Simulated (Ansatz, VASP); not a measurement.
HfB in VASP and in Ansatz

Contents of POSCAR:

```
HfB
1.0
    0.0000000000      2.3100000000      2.3100000000
    2.3100000000      0.0000000000      2.3100000000
    2.3100000000      2.3100000000      0.0000000000
Hf B
1 1
Direct
    0.5000000000      0.5000000000      0.5000000000
    0.0000000000      0.0000000000      0.0000000000
```

The input INCAR.step1:

```
ALGO = Normal ; EDIFF = 1E-4
ENCUT = 520 ; GGA = PE
GGA_COMPAT = False ; ISMEAR = -1
LASPH = True ; LCHARG = False
LMAXMIX = 4 ; LREAL = False
LSORBIT = True ; LWAVE = True
MAGMOM = 0 0 0 0 0 0 ; NBANDS = 25
NELM = 150 ; PREC = Accurate
SIGMA = 0.05
```

File INCAR.step2:

```
ALGO = Normal ; EDIFF = 1E-6
ENCUT = 520 ; GGA_COMPAT = False
ISIF = 2 ; ISMEAR = -1
ISTART = 1 ; LASPH = True
LCHARG = False ; LMAXMIX = 4
LMIXTAU = True ; LORBIT = 11
LORBMOM = True ; LREAL = False
LSORBIT = True ; LWAVE = False
MAGMOM = 0 0 0 0 0 0 ; METAGGA = R2SCAN
NBANDS = 25 ; NELM = 150
PREC = Accurate ; SIGMA = 0.05
```

KPOINTS

```
k-points
0
Gamma
  10 10 10
```

File input.yaml:

```yaml
crystal:
  lattice:
    - [0.0, 2.31, 2.31]
    - [2.31, 0.0, 2.31]
    - [2.31, 2.31, 0.0]
  atoms:
    - { symbol: Hf, position: [0.5, 0.5, 0.5] }
    - { symbol: B, position: [0.0, 0.0, 0.0] }
hamiltonian:
  xc: r2scan
  pseudopotentials: { kind: paw_fr }
magnetization:
  noncollinear: true
  spin_orbit: true
kpoints:
  mp_grid: { grid: [10, 10, 10] }
  band_path:
    path:
      - [[0.0, 0.0, 0.0], [0.5, 0.0, 0.5], [0.5, 0.25, 0.75], [0.375, 0.375, 0.75], [0.0, 0.0, 0.0], [0.5, 0.5, 0.5], [0.625, 0.25, 0.625], [0.5, 0.25, 0.75], [0.5, 0.5, 0.5], [0.375, 0.375, 0.75]]
      - [[0.625, 0.25, 0.625], [0.5, 0.0, 0.5]]
    npoints: 14
scf:
  occupations: { method: fermi_dirac, width: 0.05 }
  n_extra_bands: 6
output:
  forces: true
  stress: true
  eigenvalues: true
  fatbands: false
```

Alike in both runs: functional r2SCAN; k mesh 10 × 10 × 10; occupations fermi-dirac, width 0.05 eV; non-collinear spin, spin-orbit coupling.

```csv
,VASP,Ansatz
version,VASP 6.6.1,Ansatz 0.2.0
potentials or method,"VASP PAW PBE potentials, release 64 (Hf_pv, B)",Ansatz PAW
plane-wave cutoff (eV),520,500
valence electrons in the cell,13,29
task,single point,band structure
```

```csv
,VASP,Ansatz,Ansatz less VASP
net moment per atom (μB),0.00,0.00,0.000
```

VASP's potentials were made for PBE, not for r2SCAN. With one functional, cell and mesh, what is left measures potentials, basis and numerics. VASP's potentials hold 13 valence electrons a cell and Ansatz's 29, so a difference there can come from the potentials and not from the codes.
